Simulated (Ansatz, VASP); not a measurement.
Two plane-wave programs on Ag

```
Ag
1.0
     2.93250    0.00000    0.00000
    -1.46625    2.53962    0.00000
     0.00000    0.00000   19.78875
Ag
3
Direct
  0.66667 0.33333 0.37900
  0.33333 0.66667 0.50000
  0.00000 0.00000 0.62100
```

Alike in both runs: task single point; functional PBE; k mesh 12 × 12 × 1; occupations gaussian, width 0.1 eV; no spin polarisation.

|  | VASP | Ansatz |
| --- | --- | --- |
| version | VASP 6.6.1 | Ansatz 0.2.0 |
| potentials or method | VASP PAW PBE potentials, release 64 (Ag), cutoff 520 eV | scalar-relativistic, plane waves, PAW |
| valence electrons in the cell | 33 | 57 |

Ansatz gave:

```
gap on the k mesh at the Fermi level (eV) : none
rms of the force components (eV/Å)        : 0.031
```

Problem. Which values does VASP return?

Solution. gap on the k mesh at the Fermi level (eV): none; rms of the force components (eV/Å): 0.032.

Atom by atom the forces differ by 0.001 eV/Å (rms over components). A gap of «none» marks a metal or a gap that the smearing closes. VASP's potentials hold 33 valence electrons a cell and Ansatz's 57, so a difference there can come from the potentials and not from the codes. Ansatz's warnings: xc potential rough in thin density.
